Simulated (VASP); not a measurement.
# Te in VASP: notebook, part 2 of 2

VASP 6.6.1.

## (4) Single point, PBE

This run uses another cell than the first one: it holds 4 atoms, not 1.

The input, INCAR:

```
PREC     = Accurate       # precision mode
ENCUT    = 520            # plane-wave cutoff, eV
EDIFF    = 1E-6           # SCF threshold, eV
ISMEAR   = 0              # smearing method
SIGMA    = 0.1            # smearing width, eV
LREAL    = False          # projectors in reciprocal space
LASPH    = True           # aspherical terms in the spheres
NELM     = 60             # most SCF steps
ALGO     = Normal         # electronic algorithm
ISIF     = 2              # what is computed and relaxed
LWAVE    = False          # write WAVECAR
LCHARG   = False          # write CHGCAR
GGA      = PE             # functional
NBANDS   = 20             # bands
```

The input, KPOINTS:

```
regular mesh
0
Gamma
  10 10 10
```

The input, POSCAR:

```
Te
1.0
    3.1884986818     -4.5023563798      0.0000000000
    3.1884986818      4.5023563798      0.0000000000
    0.0000000000      0.0000000000      4.5673326869
Te
4
Direct
    0.6249989960      0.3750010040      0.7500354187
    0.1249989960      0.8750010040      0.7499645813
    0.3750010040      0.6249989960      0.2499645813
    0.8750010040      0.1249989960      0.2500354187
```

Potentials or basis: VASP PAW PBE potentials, release 64 (Te).

Command:

```
$ cat potpaw_PBE.64/Te/POTCAR > POTCAR
$ mpirun -np 1 vasp_std > vasp.out
```

OUTCAR:

```text
PREC = Accurate
   ENCUT = 520
   EDIFF = 1E-6
   ISMEAR = 0
   LREAL = False
   LASPH = True
   NELM = 60
   ISIF = 2
   GGA = PE

 ion  position               nearest neighbor table
   1  0.625  0.375  0.750-   2 3.19   2 3.19   3 3.21   4 3.21   4 3.21   3 3.21
   2  0.125  0.875  0.750-   1 3.19   1 3.19   4 3.21   3 3.21   3 3.21   4 3.21
   3  0.375  0.625  0.250-   4 3.19   4 3.19   1 3.21   2 3.21   2 3.21   1 3.21
   4  0.875  0.125  0.250-   3 3.19   3 3.19   2 3.21   1 3.21   1 3.21   2 3.21

  LATTYP: Found a base centered orthorhombic cell.
 ALAT       =     6.3769973636
 B/A-ratio  =     1.4120615466
 C/A-ratio  =     0.7162199428

  Lattice vectors:

 A1 = (   3.1884986818,  -4.5023563798,   0.0000000000)
 A2 = (   3.1884986818,   4.5023563798,   0.0000000000)
 A3 = (   0.0000000000,   0.0000000000,   4.5673326869)

Analysis of symmetry for initial positions (statically):
=====================================================================
 Subroutine PRICEL returns:
 Original cell was already a primitive cell.

 Routine SETGRP: Setting up the symmetry group for a
 base centered orthorhombic supercell.

[... 168 lines left out ...]
  ---------------------------------------------------
  free energy    TOTEN  =       -12.41029764 eV

  energy without entropy =      -12.39816221  energy(sigma->0) =      -12.40422992

 E-fermi :   6.4294     XC(G=0):  -9.2709

 val. band max:        6.4242978919   @ k =  -0.2000   0.2000   0.0000
 cond. band min:       6.4358836034   @ k =   0.1000   0.1000   0.0000
 fundamental gap:      0.0115857115
 Fermi energy:         6.4293620552

 k-point     1 :       0.0000    0.0000    0.0000
  band No.  band energies     occupation
      1      -7.1807      2.00000
      2      -4.0398      2.00000
      3      -4.0397      2.00000
      4      -3.7752      2.00000
      5       1.7371      2.00000
      6       1.7372      2.00000
[... 541 lines left out ...]
     19      11.9052      0.00000
     20      13.2153      0.00000

 [... further k-points ...]
[... 5 lines left out ...]
  --------------------------------------------------------------------------------------
  -------------------------------------------------------------------------------------
  Total       -0.0504947     -0.0635146     -0.0007705      0.0000000     -0.0000000      0.0000000
  in kB       -0.6169325     -0.7760067     -0.0094143      0.0000000     -0.0000000      0.0000000
  external PRESSURE =      -0.4674512 kB  Pullay stress =       0.0000000 kB

 VOLUME and BASIS-vectors are now :
 -----------------------------------------------------------------------------
  energy-cutoff  :      520.00
  volume of cell :      131.14
      direct lattice vectors                 reciprocal lattice vectors
     3.188498682 -4.502356380  0.000000000     0.156813614 -0.111052959  0.000000000
     3.188498682  4.502356380  0.000000000     0.156813614  0.111052959  0.000000000
     0.000000000  0.000000000  4.567332687     0.000000000  0.000000000  0.218946170

 POSITION                                       TOTAL-FORCE (eV/Angst)
 -----------------------------------------------------------------------------------
      3.18850     -1.12558      3.42566         0.000000     -0.000060     -0.000252
      3.18850      3.37678      3.42534         0.000000     -0.000060      0.000252
      3.18850      1.12558      1.14167         0.000000      0.000060      0.000252
      3.18850     -3.37678      1.14199         0.000000      0.000060     -0.000252
 -----------------------------------------------------------------------------------
    total drift:                                0.000000      0.000000      0.000000

  FREE ENERGIE OF THE ION-ELECTRON SYSTEM (eV)
  ---------------------------------------------------
  free  energy   TOTEN  =       -12.4102976354 eV

  energy  without entropy=      -12.3981622106  energy(sigma->0) =      -12.40422992
```

Wall time 4.4 min (1 thread of Oxide Virtual Turin-like, shared host); peak memory 0.46 GiB.

What came out:

```
Free energy            : -12.4103 eV
Pressure               : 0.0 GPa
Band gap on the k mesh : zero (band 12 reaches 7.70 eV, above the bottom of band 13 at 4.92 eV)
```

Caveat: spin-orbit coupling is left out, which moves the levels of the heavy elements.

## (5) Summary

```tsv
cell	k mesh	gap on the mesh (eV)	pressure (GPa)
a = 3.189, b = 3.189, c = 3.224 Å, 1 atom	18 × 18 × 16	none	0.0
a = 3.200 Å, angles 90.1°, 1 atom	18 × 18 × 18	none	0.0
a = 5.517, b = 5.517, c = 4.567 Å, angles 90.0, 90.0, 109.4°, 4 atoms	10 × 10 × 10	none	0.0
```

Alike in all rows: task single point; level PBE; potentials or basis VASP PAW PBE potentials, release 64 (Te); no spin polarisation; cutoff (eV) 520; smearing gaussian 0.1 eV.

Caveats: spin-orbit coupling is left out, which moves the levels of the heavy elements.

Absolute energies hang on the potentials; compare differences alone.
